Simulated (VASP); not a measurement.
# TaTlH4 (P4/mmm) in VASP: further runs

TaTlH4 is run at these levels: PBE; tasks: single point, relaxation of cell and atoms.

Program: VASP 6.6.1. These are calculated values, not measurements. Logs are shortened: lines on timing, memory, paths and dates and some standing lists are left out, and cuts for length are marked.

### Step 1. The cell of the first run

It takes space group P4/mmm (No. 123, tetragonal). The conventional cell has a = 3.107 Å, b = 3.107 Å, c = 7.176 Å, α = 90.00°, β = 90.00°, γ = 90.00°. Within 2.6 Å of Ta (site symmetry 4/mmm) lie 8 H at 1.93 Å. Tl (site symmetry 4/mmm) has 8 H at 2.89 Å and 4 Tl at 3.11 Å within 3.8 Å. Within 2.6 Å of H (site symmetry 2mm) lie 2 Ta at 1.93 Å and 5 H at 2.20 to 2.30 Å.

### Step 2. Single point, PBE

INCAR reads:

```
SYSTEM = TaTlH4
PREC = Accurate
ENCUT = 520
EDIFF = 1E-6
ISMEAR = 0
SIGMA = 0.1
LREAL = .False.
LASPH = .True.
NELM = 80
ALGO = Normal
ISIF = 2
LWAVE = .False.
LCHARG = .False.
GGA = PE
NBANDS = 23
```

KPOINTS reads:

```
regular mesh
0
Gamma
  4 4 4
  0 0 0
```

POSCAR reads:

```
TaTlH4
1.0
    3.1073497262      0.0000000000      0.0000000000
    0.0000000000      3.1073497262      0.0000000000
    0.0000000000      0.0000000000      7.1761217108
Ta Tl H
1 1 4
Direct
    0.5000000000      0.5000000000      0.5000000000
    0.0000000000      0.0000000000      0.0000000000
    0.5000000000      0.0000000000      0.3396279206
    0.0000000000      0.5000000000      0.6603720794
    0.5000000000      0.0000000000      0.6603720794
    0.0000000000      0.5000000000      0.3396279206
```

Potentials or basis: VASP PAW PBE potentials, release 64 (Ta_pv, Tl_d, H).

Run with:

```sh
cat potpaw_PBE.64/Ta_pv/POTCAR potpaw_PBE.64/Tl_d/POTCAR potpaw_PBE.64/H/POTCAR > POTCAR
mpirun -np 1 vasp_std > vasp.out
```

OUTCAR:

```text
SYSTEM = TaTlH4
   PREC = Accurate
   ENCUT = 520
   EDIFF = 1E-6
   ISMEAR = 0
   LREAL = .False.
   LASPH = .True.
   NELM = 80
   ISIF = 2
   GGA = PE

 ion  position               nearest neighbor table
   1  0.500  0.500  0.500-   3 1.93   4 1.93   5 1.93   6 1.93   3 1.93   5 1.93   4 1.93   6 1.93

   2  0.000  0.000  0.000-
   3  0.500  0.000  0.340-   1 1.93   1 1.93
   4  0.000  0.500  0.660-   1 1.93   1 1.93
   5  0.500  0.000  0.660-   1 1.93   1 1.93
   6  0.000  0.500  0.340-   1 1.93   1 1.93

  LATTYP: Found a simple tetragonal cell.
 ALAT       =     3.1073497262
 C/A-ratio  =     2.3094026560

  Lattice vectors:

 A1 = (   3.1073497262,   0.0000000000,   0.0000000000)
 A2 = (   0.0000000000,   3.1073497262,   0.0000000000)
 A3 = (   0.0000000000,   0.0000000000,   7.1761217108)

Analysis of symmetry for initial positions (statically):
=====================================================================
 Subroutine PRICEL returns:
 Original cell was already a primitive cell.

 Routine SETGRP: Setting up the symmetry group for a
 simple tetragonal supercell.

 Subroutine GETGRP returns: Found 16 space group operations
 (whereof 16 operations were pure point group operations)
 out of a pool of 16 trial point group operations.

The static configuration has the point symmetry D_4h.

Analysis of symmetry for dynamics (positions and initial velocities):
=====================================================================
 Subroutine PRICEL returns:
 Original cell was already a primitive cell.

 Routine SETGRP: Setting up the symmetry group for a
 simple tetragonal supercell.

 Subroutine GETGRP returns: Found 16 space group operations
 (whereof 16 operations were pure point group operations)
 out of a pool of 16 trial point group operations.

The dynamic configuration has the point symmetry D_4h.

 Subroutine INISYM returns: Found 16 space group operations
 (whereof 16 operations are pure point group operations),
 and found     1 'primitive' translations

----------------------------------------------------------------------------------------

                                     Primitive cell

  volume of cell :      69.2899

  direct lattice vectors                    reciprocal lattice vectors
     3.107349726  0.000000000  0.000000000     0.321817654  0.000000000  0.000000000
     0.000000000  3.107349726  0.000000000     0.000000000  0.321817654  0.000000000
     0.000000000  0.000000000  7.176121711     0.000000000  0.000000000  0.139351037

  length of vectors
     3.107349726  3.107349726  7.176121711     0.321817654  0.321817654  0.139351037

  position of ions in fractional coordinates (direct lattice)
     0.500000000  0.500000000  0.500000000
     0.000000000  0.000000000  0.000000000
     0.500000000  0.000000000  0.339627921
     0.000000000  0.500000000  0.660372079
     0.500000000  0.000000000  0.660372079
     0.000000000  0.500000000  0.339627921

  ion indices of the primitive-cell ions
   primitive index   ion index
                 1           1
                 2           2
                 3           3
                 4           4
                 5           5
                 6           6

----------------------------------------------------------------------------------------

 KPOINTS: regular mesh

Automatic generation of k-mesh.
 Grid dimensions read from file:
 generate k-points for:    4    4    4

 Generating k-lattice:

  Cartesian coordinates                     Fractional coordinates (reciprocal lattice)
     0.080454414  0.000000000  0.000000000     0.250000000  0.000000000  0.000000000
     0.000000000  0.080454414  0.000000000     0.000000000  0.250000000  0.000000000
     0.000000000  0.000000000  0.034837759     0.000000000  0.000000000  0.250000000

  Length of vectors
     0.080454414  0.080454414  0.034837759

  Shift w.r.t. Gamma in fractional coordinates (k-lattice)
     0.000000000  0.000000000  0.000000000

 Subroutine IBZKPT returns following result:
 ===========================================

 Found     18 irreducible k-points:

 Following reciprocal coordinates:
            Coordinates               Weight
  0.000000  0.000000  0.000000      1.000000
  0.250000  0.000000  0.000000      4.000000
  0.500000  0.000000  0.000000      2.000000
  0.250000  0.250000  0.000000      4.000000
  0.500000  0.250000  0.000000      4.000000
  0.500000  0.500000  0.000000      1.000000
[... 10 lines left out ...]
  0.500000  0.250000  0.500000      4.000000
  0.500000  0.500000  0.500000      1.000000
   k-points           NKPTS =     18   k-points in BZ     NKDIM =     18   number of bands    NBANDS=     23
   number of dos      NEDOS =    301   number of ions     NIONS =      6
   total plane-waves  NPLWV =  31104
   dimension x,y,z NGX =    24 NGY =   24 NGZ =   54
   dimension x,y,z NGXF=    48 NGYF=   48 NGZF=  108
   ions per type =               1   1   4
   NGX,Y,Z   is equivalent  to a cutoff of  12.84, 12.84, 12.51 a.u.
   NGXF,Y,Z  is equivalent  to a cutoff of  25.68, 25.68, 25.02 a.u.
 SYSTEM =  TaTlH4
   PREC   = accura    normal or accurate (medium, high low for compatibility)
   ISTART =      0    job   : 0-new  1-cont  2-samecut
   ICHARG =      2    charge: 1-file 2-atom 10-const
   ISPIN  =      1    spin polarized calculation?
   LNONCOLLINEAR =      F non collinear calculations
   LSORBIT =      F    spin-orbit coupling
   LASPH  =      T    aspherical Exc in radial PAW
   ENCUT  =  520.0 eV  38.22 Ry    6.18 a.u.   5.78  5.78 13.34*2*pi/ulx,y,z
   NELM   =     80;   NELMIN=  2; NELMDL= -5     # of ELM steps
   EDIFF  = 0.1E-05   stopping-criterion for ELM
   LREAL  =      F    real-space projection
   EDIFFG = 0.1E-04   stopping-criterion for IOM
   NSW    =      0    number of steps for IOM
   IBRION =     -1    ionic relax: 0-MD 1-quasi-New 2-CG
   NFREE  =      0    steps in history (QN), initial steepest desc. (CG)
   ISIF   =      2    stress and relaxation
   ISYM   =      2    0-nonsym 1-usesym 2-fastsym
   POTIM  = 0.5000    time-step for ionic-motion
   TEBEG  =    0.0;   TEEND  =   0.0 temperature during run
   PSTRESS=    0.0 pullay stress
   NELECT =      28.0000    total number of electrons
   NUPDOWN=      -1.0000    fix difference up-down
   EMIN   =  10.00;   EMAX   =-10.00  energy-range for DOS
   EFERMI =   0.00;   METHOD = LEGACY
   ISMEAR =     0;   SIGMA  =   0.10  broadening in eV -4-tet -1-fermi 0-gaus
   EFERMI_NEDOS =   21; number of points for ismear=-14 and -15
   IALGO  =     38    algorithm
   IMIX   =      4    mixing-type and parameters
     AMIX     =   0.40;   BMIX     =  1.00
     AMIX_MAG =   1.60;   BMIX_MAG =  1.00
  volume/ion in A,a.u.               =      11.55        77.93
  Fermi-wavevector in a.u.,A,eV,Ry     =   1.210331  2.287194 19.931189  1.464901
  Thomas-Fermi vector in A             =   2.345881
   LORBIT       =      0    0 simple, 1 ext, 2 COOP (PROOUT), +10 PAW based schemes
   GGA     = PE    functional components
   LHFCALC =     F    Hartree Fock is set to
   AEXX    =    0.0000 exact exchange contribution
   IVDW    =     0    specifies the selected vdW correction
   LEPSILON=     F    determine dielectric tensor
   LRPA    =     F    only Hartree local field effects (RPA)
 non-spin polarized calculation
 Gauss-broadening in eV      SIGMA  =   0.10
  energy-cutoff  :      520.00
  volume of cell :       69.29
 maximum number of plane-waves:      1896
 NGX is ok and might be reduce to    24
   NGX = 11   NGY = 11   NGZ = 27

 number of electron      28.0000000 magnetization

 Free energy of the ion-electron system (eV)
  ---------------------------------------------------
  ext. energy  EPLUGINS =         0.00000000
  ---------------------------------------------------
  free energy    TOTEN  =       -27.02193518 eV

  energy without entropy =      -27.00524706  energy(sigma->0) =      -27.01359112

 E-fermi :   3.5406     XC(G=0): -10.1220

 val. band max:        3.5024577330   @ k =   0.5000   0.0000   0.5000
 cond. band min:       3.5826571371   @ k =   0.2500   0.2500   0.2500
 fundamental gap:      0.0801994040
 Fermi energy:         3.5405676978

 k-point     1 :       0.0000    0.0000    0.0000
  band No.  band energies     occupation
      1     -31.0701      2.00000
      2     -30.7463      2.00000
      3     -30.7463      2.00000
      4      -8.2126      2.00000
      5      -7.8577      2.00000
      6      -7.2020      2.00000
[... 15 lines left out ...]
     22      13.4592      0.00000
     23      15.3459      0.00000

 k-point     2 :       0.2500    0.0000    0.0000
  band No.  band energies     occupation
      1     -31.0427      2.00000
      2     -30.9495      2.00000
      3     -30.7313      2.00000
      4      -8.0333      2.00000
      5      -7.5086      2.00000
      6      -7.4505      2.00000
[... 15 lines left out ...]
     22      13.4322      0.00000
     23      13.4554      0.00000

 k-point     3 :       0.5000    0.0000    0.0000
  band No.  band energies     occupation
      1     -31.1458      2.00000
      2     -31.0150      2.00000
      3     -30.7162      2.00000
      4      -7.9553      2.00000
      5      -7.6767      2.00000
      6      -7.3695      2.00000
[... 15 lines left out ...]
     22      14.2238      0.00000
     23      14.6597      0.00000

 k-point     4 :       0.2500    0.2500    0.0000
  band No.  band energies     occupation
      1     -31.0158      2.00000
      2     -30.9352      2.00000
      3     -30.9282      2.00000
      4      -7.5400      2.00000
      5      -7.4820      2.00000
      6      -7.4375      2.00000
[... 15 lines left out ...]
     22      11.8353      0.00000
     23      13.1669      0.00000

 k-point     5 :       0.5000    0.2500    0.0000
  band No.  band energies     occupation
      1     -31.1255      2.00000
      2     -30.9887      2.00000
      3     -30.9139      2.00000
      4      -7.6542      2.00000
      5      -7.6365      2.00000
      6      -7.4368      2.00000
[... 15 lines left out ...]
     22      12.7373      0.00000
     23      13.3442      0.00000

 k-point     6 :       0.5000    0.5000    0.0000
  band No.  band energies     occupation
      1     -31.1051      2.00000
      2     -31.1051      2.00000
      3     -30.9622      2.00000
      4      -7.9114      2.00000
      5      -7.5959      2.00000
      6      -7.5959      2.00000
[... 15 lines left out ...]
     22      11.5744      0.00000
     23      11.5744      0.00000

 k-point     7 :       0.0000    0.0000    0.2500
  band No.  band energies     occupation
      1     -31.0701      2.00000
      2     -30.7463      2.00000
      3     -30.7463      2.00000
      4      -8.2125      2.00000
      5      -7.8557      2.00000
      6      -7.2019      2.00000
[... 197 lines left out ...]
     22      13.8020      0.00000
     23      15.4527      0.00000

 k-point    15 :       0.5000    0.0000    0.5000
  band No.  band energies     occupation
      1     -31.1458      2.00000
      2     -31.0150      2.00000
      3     -30.7162      2.00000
      4      -7.9553      2.00000
      5      -7.6857      2.00000
      6      -7.3696      2.00000
[... 15 lines left out ...]
     22      12.3740      0.00000
     23      14.8543      0.00000

 k-point    16 :       0.2500    0.2500    0.5000
  band No.  band energies     occupation
      1     -31.0158      2.00000
      2     -30.9352      2.00000
      3     -30.9282      2.00000
      4      -7.5400      2.00000
      5      -7.4818      2.00000
      6      -7.4425      2.00000
[... 15 lines left out ...]
     22      12.2561      0.00000
     23      14.3709      0.00000

 k-point    17 :       0.5000    0.2500    0.5000
  band No.  band energies     occupation
      1     -31.1255      2.00000
      2     -30.9887      2.00000
      3     -30.9139      2.00000
      4      -7.6537      2.00000
      5      -7.6388      2.00000
      6      -7.4368      2.00000
[... 15 lines left out ...]
     22      12.0690      0.00000
     23      12.4445      0.00000

 k-point    18 :       0.5000    0.5000    0.5000
  band No.  band energies     occupation
      1     -31.1051      2.00000
      2     -31.1051      2.00000
      3     -30.9622      2.00000
      4      -7.9108      2.00000
      5      -7.5930      2.00000
      6      -7.5930      2.00000
[... 15 lines left out ...]
     22      11.4042      0.00000
     23      12.7792      0.00000

------------------------ aborting loop because EDIFF is reached ----------------------------------------

  FORCE on cell =-STRESS in cart. coord.  units (eV):
  Direction    XX          YY          ZZ          XY          YZ          ZX
  --------------------------------------------------------------------------------------
  -------------------------------------------------------------------------------------
  Total       -0.0389204     -0.0389204      0.0585727      0.0000000     -0.0000000      0.0000000
  in kB       -0.8999496     -0.8999496      1.3543642      0.0000000     -0.0000000      0.0000000
  external PRESSURE =      -0.1485117 kB  Pullay stress =       0.0000000 kB

 VOLUME and BASIS-vectors are now :
 -----------------------------------------------------------------------------
  energy-cutoff  :      520.00
  volume of cell :       69.29
      direct lattice vectors                 reciprocal lattice vectors
     3.107349726  0.000000000  0.000000000     0.321817654  0.000000000  0.000000000
     0.000000000  3.107349726  0.000000000     0.000000000  0.321817654  0.000000000
     0.000000000  0.000000000  7.176121711     0.000000000  0.000000000  0.139351037

 POSITION                                       TOTAL-FORCE (eV/Angst)
 -----------------------------------------------------------------------------------
      1.55367      1.55367      3.58806         0.000000      0.000000      0.000000
      0.00000      0.00000      0.00000         0.000000      0.000000      0.000000
      1.55367      0.00000      2.43721        -0.000000      0.000000     -0.005463
      0.00000      1.55367      4.73891        -0.000000     -0.000000      0.005463
      1.55367      0.00000      4.73891         0.000000     -0.000000      0.005463
      0.00000      1.55367      2.43721         0.000000     -0.000000     -0.005463
 -----------------------------------------------------------------------------------
    total drift:                                0.000000      0.000000      0.000000

  FREE ENERGIE OF THE ION-ELECTRON SYSTEM (eV)
  ---------------------------------------------------
  free  energy   TOTEN  =       -27.0219351796 eV

  energy  without entropy=      -27.0052470620  energy(sigma->0) =      -27.01359112
```

Wall time 38 s (1 thread of AMD EPYC 7R43 (Zen 3), shared host); peak memory 0.15 GiB.

What came out:

| Property | Result |
| --- | --- |
| Free energy | -27.0219 eV |
| Pressure | 0.0 GPa |
| Largest force | 0.005 eV/Å |
| Band gap on the k mesh | zero (band 14 reaches 5.24 eV, above the bottom of band 15 at 3.28 eV) |

Forces in eV/Å, atoms in the order of the input:
```
Ta   0.000  0.000  0.000
Tl   0.000  0.000  0.000
H    0.000  0.000 -0.005
H    0.000  0.000  0.005
H    0.000  0.000  0.005
H    0.000  0.000 -0.005
```

Stress tensor (GPa, compression positive):
```
-0.09  0.00  0.00
 0.00 -0.09  0.00
 0.00  0.00  0.14
```

Caveat: the k points lie up to 0.51 Å⁻¹ apart; spin-orbit coupling is left out, which moves the levels of the heavy elements.

(Part 1 of 2 ends here.)
